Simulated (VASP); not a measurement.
A run of VASP 6.6.1:

INCAR

```
SYSTEM = Sb
  ALGO = Normal
  EDIFF = 1E-6
  ENCUT = 520
  GGA = RP
  ISIF = 2
  ISMEAR = -1
  LASPH = .TRUE.
  LCHARG = .FALSE.
  LREAL = .FALSE.
  LWAVE = .FALSE.
  NBANDS = 8
  NELM = 100
  PREC = Accurate
  SIGMA = 0.1
```

The input KPOINTS:

```
k-points
0
G
  13 13 13
  0 0 0
```

The input POSCAR:

```
Sb
1.0
   -1.8841732253      1.8841732253      1.8841732253
    1.8841732253     -1.8841732253      1.8841732253
    1.8841732253      1.8841732253     -1.8841732253
Sb
1
Direct
    0.0000000000      0.0000000000      0.0000000000
```

Potentials or basis: VASP PAW PBE potentials, release 64 (Sb).

Run with:

```bash
$ cat potpaw_PBE.64/Sb/POTCAR > POTCAR
$ mpirun -np 1 vasp_std > vasp.out
```

Hardware: 1 thread of Intel(R) Xeon(R) 6975P-C (Granite Rapids), with other jobs on the host.

Task: How long does it take, and how much memory?

Result: It took 4.3 s on 1 thread of Intel(R) Xeon(R) 6975P-C (Granite Rapids), with other jobs on the host, peak memory 0.14 GiB. Counts: scf iterations 9, k points 84.
